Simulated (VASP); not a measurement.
A run of VASP 6.6.1 is set up as follows.

INCAR

```
SYSTEM = Ir
ALGO = Normal ; EDIFF = 1E-7
EDIFFG = -0.01 ; ENCUT = 600
GGA = PS ; IBRION = 2
ISIF = 3 ; ISMEAR = 0
LASPH = .TRUE. ; LCHARG = .FALSE.
LREAL = .FALSE. ; LWAVE = .FALSE.
NELM = 60 ; NSW = 80
PREC = Accurate ; SIGMA = 0.1
```

File KPOINTS:

```
k-points
0
G
  18 18 18
  0 0 0
```

The input POSCAR:

```
Ir
1.0
    0.0000000000      1.9174316248      1.9174316248
    1.9174316248      0.0000000000      1.9174316248
    1.9174316248      1.9174316248      0.0000000000
Ir
1
Direct
    0.0000000000      0.0000000000      0.0000000000
```

Potentials or basis: VASP PAW PBE potentials, release 64 (Ir).

Launch:

```bash
$ cat potpaw_PBE.64/Ir/POTCAR > POTCAR
$ mpirun -np 1 vasp_std > vasp.out
```

(1) Predict the relaxed volume.

(2) What does it give for the space group after relaxing (to 0.05 Å)?

## Answers

(1) 14.09 Å³/atom.

(2) Fm-3m (No. 225).

Caveat: the PAW data sets were made with another functional, which shifts forces and pressure a little.
